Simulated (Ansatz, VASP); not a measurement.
One calculation of C, two programs

File INCAR:

```
  ALGO = Normal
  EDIFF = 1E-7
  ENCUT = 520
  GGA = PE
  ISIF = 2
  ISMEAR = 0
  LASPH = True
  LCHARG = False
  LREAL = False
  LWAVE = False
  NBANDS = 11
  NELM = 60
  PREC = Accurate
  SIGMA = 0.022
```

KPOINTS

```
k-points
0
Gamma
  13 13 13
```

File POSCAR:

```
C
1.0
    0.0000000000      1.7833700000      1.7833700000
    1.7833700000      0.0000000000      1.7833700000
    1.7833700000      1.7833700000      0.0000000000
C
2
Direct
    0.7500000000      0.7500000000      0.7500000000
    0.5000000000      0.5000000000      0.5000000000
```

The input input.yaml:

```yaml
crystal:
  lattice:
    - [0.0, 1.78337, 1.78337]
    - [1.78337, 0.0, 1.78337]
    - [1.78337, 1.78337, 0.0]
  atoms:
    - { symbol: C, position: [0.75, 0.75, 0.75] }
    - { symbol: C, position: [0.5, 0.5, 0.5] }
kpoints:
  mp_grid: { grid: [13, 13, 13] }
scf:
  occupations: { method: gaussian, width: 0.022 }
hamiltonian:
  xc: pbe
  pseudopotentials: { kind: all_electron, lapw: { basis_error: 0.001 } }
output:
  forces: true
  stress: true
  eigenvalues: true
```

Alike in both runs: task single point; functional PBE; k mesh 13 × 13 × 13; occupations gaussian, width 0.022 eV; no spin polarisation.

|  | VASP | Ansatz |
| --- | --- | --- |
| version | VASP 6.6.1 | Ansatz 0.2.0 |
| potentials or method | VASP PAW PBE potentials, release 64 (C), cutoff 520 eV | all-electron LAPW, scalar-relativistic |

|  | VASP | Ansatz | Ansatz less VASP |
| --- | --- | --- | --- |
| gap on the k mesh at the Fermi level (eV) | 4.14 | 4.15 | +0.009 |
| least direct gap on the mesh (eV) | 5.59 | 5.60 | +0.010 |
| pressure (GPa) | 2.5 | 1.8 | -0.70 |

Ansatz ran all-electron here, and VASP with PAW potentials.
